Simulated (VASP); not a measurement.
Write the native input for VASP 6.6.1 that does the following.

```yaml
Task: single point
Functional: PBEsol
Potentials_or_basis: VASP PAW PBE potentials, release 64 (Ga_d, Sb)
Cutoff: 520 eV
k_mesh: 13 × 13 × 13
Occupations: fermi-dirac, width 0.08 eV
Spin: no spin polarisation
Dipole_correction: no
Further_INCAR_settings: ALGO = Normal; EDIFF = 1e-07; NBANDS = 16
```

The structure of GaSb (rocksalt type) lies in POSCAR:

```
GaSb
1.0
    0.0000000000      2.4546541380      2.4546541380
    2.4546541380      0.0000000000      2.4546541380
    2.4546541380      2.4546541380      0.0000000000
Ga Sb
1 1
Direct
    0.0000000000      0.0000000000      0.0000000000
    0.5000000000      0.5000000000      0.5000000000
```

These files were run (other wordings do the same):

INCAR

```
SYSTEM = GaSb
PREC     = Accurate       ! precision mode
ENCUT    = 520            ! plane-wave cutoff, eV
EDIFF    = 1E-7           ! SCF threshold, eV
ISMEAR   = -1             ! smearing method
SIGMA    = 0.08           ! smearing width, eV
LREAL    = .False.        ! projectors in reciprocal space
LASPH    = .True.         ! aspherical terms in the spheres
NELM     = 80             ! most SCF steps
ALGO     = Normal         ! electronic algorithm
ISIF     = 2              ! what is computed and relaxed
LWAVE    = .False.        ! write WAVECAR
LCHARG   = .True.         ! write CHGCAR
GGA      = PS             ! functional
LELF     = .True.         ! ELF
LVHAR    = .True.       
NBANDS   = 16             ! bands
```

KPOINTS

```
Automatic mesh
0
Gamma
  13 13 13
  0 0 0
```

Potentials or basis: VASP PAW PBE potentials, release 64 (Ga_d, Sb).

Launch:

```console
$ cat potpaw_PBE.64/Ga_d/POTCAR potpaw_PBE.64/Sb/POTCAR > POTCAR
$ mpirun -np 1 vasp_std > vasp.out
```

Results of the run:

The pressure is 84.1 GPa. The band gap on the k mesh is zero (bands 9 and 10 overlap by 4.81 eV).

Caveat: the cell stands under pressure; the PAW data sets were made with another functional, which shifts forces and pressure a little; spin-orbit coupling is left out, which moves the levels of the heavy elements.

It took 44 s on 1 thread of Intel Xeon 8259CL, with other jobs on the host, peak memory 0.19 GiB.
